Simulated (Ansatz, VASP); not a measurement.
## AlRu: VASP beside Ansatz

```
Ru Al
1.0
     2.95387    0.00000    0.00000
     0.00000    2.95387    0.00000
     0.00000    0.00000    2.95387
Ru Al
1 1
Direct
  0.00000 0.00000 0.00000
  0.50000 0.50000 0.50000
```

Alike in both runs: functional LDA; k mesh 14 × 14 × 14; occupations gaussian, width 0.1 eV; no spin polarisation.

Ansatz relaxed the structure, and its values are those at the end. VASP's run is a single point on that final structure, the one shown.

```csv
,VASP,Ansatz
version,VASP 6.6.1,Ansatz 0.2.0
potentials or method,"VASP PAW LDA potentials, release 64 (Ru_pv, Al), cutoff 500 eV","scalar-relativistic, plane waves, PAW"
valence electrons in the cell,17,19
```

```tsv
	VASP	Ansatz	Ansatz less VASP
gap on the k mesh at the Fermi level (eV)	none	none	-
pressure (GPa)	0.6	0.0	-0.61
```

Ansatz warns that its potentials were made for another functional, while VASP's fit it. LDA's correlation is that of Perdew and Zunger in VASP and of Perdew and Wang (1992) in Ansatz. A gap of «none» marks a metal or a gap that the smearing closes. VASP's potentials hold 17 valence electrons a cell and Ansatz's 19, so a difference there can come from the potentials and not from the codes.
